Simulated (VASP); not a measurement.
C:

```xyz
2
Lattice="0.0000 1.8081 1.7650 1.8081 0.0000 1.7650 1.8081 1.8081 0.0000" Properties=species:S:1:pos:R:3 pbc="T T T"
C     1.8081    1.8081    1.7650
C     2.7121    2.7121    2.6475
```

This cell differs from its parent crystal: volume 5.770 Å^3 an atom, c/a of the conventional cell 0.9762.

Base run:

* Program: VASP 6.6.1
* Functional: LDA
* Potentials or basis: VASP PAW LDA potentials, release 64 (C_h)
* Cutoff: 910 eV
* k mesh: 12 × 12 × 12
* Occupations: gaussian, width 0.05 eV
* Spin: no spin polarisation

Its results: band gap on the k mesh 3.49 eV, indirect (least direct gap 5.07 eV); pressure -19.5 GPa.

Problem. The run is repeated on the same cell with these changes: potentials or basis from VASP PAW LDA potentials, release 64 (C_h) to VASP PAW LDA potentials, release 64 (C); cutoff from 910 eV to 520 eV. What comes out?

Solution. Band gap on the k mesh 3.48 eV, indirect (least direct gap 5.07 eV); pressure -18.7 GPa.

Caveats: the cutoff is under 1.25 times the usual one of these potentials, so pressure, stress and relaxed cells hold a basis-set (Pulay) error (some runs).

A k mesh can miss the band edges.
